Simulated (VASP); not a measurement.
## CsBe3Ag: single point with PBE

Crystal: CsBe3Ag.

```xyz
5
Lattice="4.3972 0.0000 0.0000 0.0000 4.3972 0.0000 0.0000 0.0000 6.9700" Properties=species:S:1:pos:R:3 pbc="T T T"
Cs    0.0000    0.0000    0.0000
Be    0.0000    2.1986    3.4850
Be    2.1986    0.0000    3.4850
Be    2.1986    2.1986    3.4850
Ag    0.0000    0.0000    3.4850
```

The cell was built from a structure type or drawn by symmetry, and may not be a known phase.

```
Program             : VASP 6.6.1
Task                : single point
Functional          : PBE
Potentials or basis : VASP PAW PBE potentials, release 64 (Cs_sv, Be, Ag)
Cutoff              : 520 eV
k mesh              : 4 × 4 × 4
Occupations         : gaussian, width 0.1 eV
Spin                : no spin polarisation
```

```json
{"Pressure": "0.3 GPa", "Band gap on the k mesh": "zero (bands 13 and 14 overlap by 0.09 eV)"}
```

Stress tensor (GPa, compression positive):
```
0.38 0.00 0.00
0.00 0.38 0.00
0.00 0.00 0.29
```

Levels at points of the mesh, in eV from the Fermi level:
| k point | band 11 | band 12 | band 13 | band 14 | band 15 | band 16 |
| --- | --- | --- | --- | --- | --- | --- |
| (0.00, 0.00, 0.00) | -2.01 | -2.01 | -1.75 | 0.05 | 1.46 | 1.74 |
| (0.50, 0.00, 0.00) | -4.77 | -0.35 | 0.14 | 0.44 | 0.68 | 1.54 |
| (0.50, 0.50, 0.00) | -3.67 | -3.67 | -2.63 | 1.17 | 1.17 | 1.19 |
| (0.00, 0.00, 0.50) | -2.61 | -2.05 | -2.05 | 0.93 | 1.52 | 1.99 |
| (0.50, 0.00, 0.50) | -4.31 | -0.63 | -0.03 | 0.16 | 0.56 | 1.76 |
| (0.50, 0.50, 0.50) | -3.77 | -3.18 | -2.59 | 0.13 | 1.67 | 2.02 |

It took 28 s on 1 thread of Intel(R) Xeon(R) 6975P-C (Granite Rapids), with other jobs on the host, peak memory 0.28 GiB.

Caveat: spin-orbit coupling is left out, which moves the levels of the heavy elements.
